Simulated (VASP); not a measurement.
Set up this calculation in VASP 6.6.1, as the native input.

* Task: single point
* Functional: PBE
* Potentials or basis: VASP PAW PBE potentials, release 64 (Sn_d, Se)
* Cutoff: 520 eV
* k mesh: 5 × 5 × 5
* Occupations: gaussian, width 0.05 eV
* Spin: no spin polarisation
* Dipole correction: no
* Further INCAR settings: ALGO = Normal; EDIFF = 1e-06; NBANDS = 32

The structure of Sn3Se lies in POSCAR:

```
Sn3Se
1.0
    0.0000000000      3.7331380000      3.7331380000
    3.7331380000      0.0000000000      3.7331380000
    3.7331380000      3.7331380000      0.0000000000
Sn Se
3 1
Direct
    0.5000000000      0.5000000000      0.5000000000
    0.7500000000      0.7500000000      0.7500000000
    0.2500000000      0.2500000000      0.2500000000
    0.0000000000      0.0000000000      0.0000000000
```

These files were run (other wordings do the same):

INCAR

```
  PREC = Accurate
  ENCUT = 520
  EDIFF = 1E-6
  ISMEAR = 0
  SIGMA = 0.05
  LREAL = F
  LASPH = T
  NELM = 60
  ALGO = Normal
  ISIF = 2
  LWAVE = F
  LCHARG = F
  GGA = PE
  NBANDS = 32
```

KPOINTS

```
Automatic mesh
0
Gamma
  5 5 5
```

Potentials or basis: VASP PAW PBE potentials, release 64 (Sn_d, Se).

The run is started by

```sh
$ cat potpaw_PBE.64/Sn_d/POTCAR potpaw_PBE.64/Se/POTCAR > POTCAR
$ mpirun -np 1 vasp_std > vasp.out
```

It gave:

| Property | Result |
| --- | --- |
| Pressure | 0.0 GPa |

It took 43 s on 1 thread of Intel Xeon 6975P-C, with other jobs on the host, peak memory 0.24 GiB.
